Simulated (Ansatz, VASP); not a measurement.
BaTiO3 in VASP and in Ansatz

Contents of INCAR:

```
ALGO = Normal
EDIFF = 1E-6
ENCUT = 520
GGA = PE
ISIF = 2
ISMEAR = -1
LASPH = True
LCHARG = False
LREAL = False
LWAVE = False
NBANDS = 28
NELM = 100
PREC = Accurate
SIGMA = 0.05
```

KPOINTS

```
k-points
0
Gamma
  8 8 8
```

POSCAR

```
BaTiO3
1.0
    3.9841000000      0.0597615000      0.0597615000
    0.0852427500      2.8797370000      2.8883557500
    0.0001312500     -2.7943630000      2.8032442500
Ba Ti O
1 1 3
Direct
    0.0000000000      0.0000000000      0.0000000000
    0.5000000000      0.5079000000      0.5079000000
    0.0000000000      0.4921000000      0.4921000000
    0.5000000000      0.5025100000      0.9937100000
    0.5000000000      0.9937100000      0.5025100000
```

Input for Ansatz:

```yaml
crystal:
  lattice:
    - [3.9841, 0.0597615, 0.0597615]
    - [0.08524275, 2.879737, 2.88835575]
    - [0.00013125, -2.794363, 2.80324425]
  atoms:
    - { symbol: Ba, position: [0.0, 0.0, 0.0] }
    - { symbol: Ti, position: [0.5, 0.5079, 0.5079] }
    - { symbol: O, position: [0.0, 0.4921, 0.4921] }
    - { symbol: O, position: [0.5, 0.50251, 0.99371] }
    - { symbol: O, position: [0.5, 0.99371, 0.50251] }
kpoints:
  mp_grid: { grid: [8, 8, 8] }
  band_path:
    path:
      - [0.0, 0.0, 0.0]
      - [0.5, 0.0, 0.0]
      - [0.0, 0.0, 0.5]
      - [0.0, 0.0, 0.0]
      - [0.0, -0.5, 0.0]
      - [-0.5, -0.5, -0.5]
      - [0.0, 0.0, 0.0]
      - [0.0, -0.5, -0.5]
      - [-0.5, -0.5, 0.0]
    npoints: 5
scf:
  occupations: { method: fermi_dirac, width: 0.05 }
hamiltonian:
  xc: pbe
  pseudopotentials: { kind: all_electron, lapw: { basis_error: 0.001 } }
output:
  forces: true
  stress: true
  eigenvalues: true
```

Change from the starting cell: equal xy, yz and zx shear strains of +3 %.

Alike in both runs: task single point; functional PBE; k mesh 8 × 8 × 8; occupations fermi-dirac, width 0.05 eV; no spin polarisation.

```csv
,VASP,Ansatz
version,VASP 6.6.1,Ansatz 0.2.0
potentials or method,"VASP PAW PBE potentials, release 64 (Ba_sv, Ti_sv, O), cutoff 520 eV","all-electron LAPW, scalar-relativistic"
```

|  | VASP | Ansatz | Ansatz less VASP |
| --- | --- | --- | --- |
| pressure (GPa) | 4.1 | 2.3 | -1.78 |
| traceless stress, the component that is largest in VASP (GPa) | -3.67 | -3.57 | +0.100 |
| rms of the force components (eV/Å) | 0.096 | 0.100 | +0.0037 |

Atom by atom the forces differ by 0.010 eV/Å (rms over components). Ansatz ran all-electron here, and VASP with PAW potentials.

Spin-orbit coupling is off throughout.
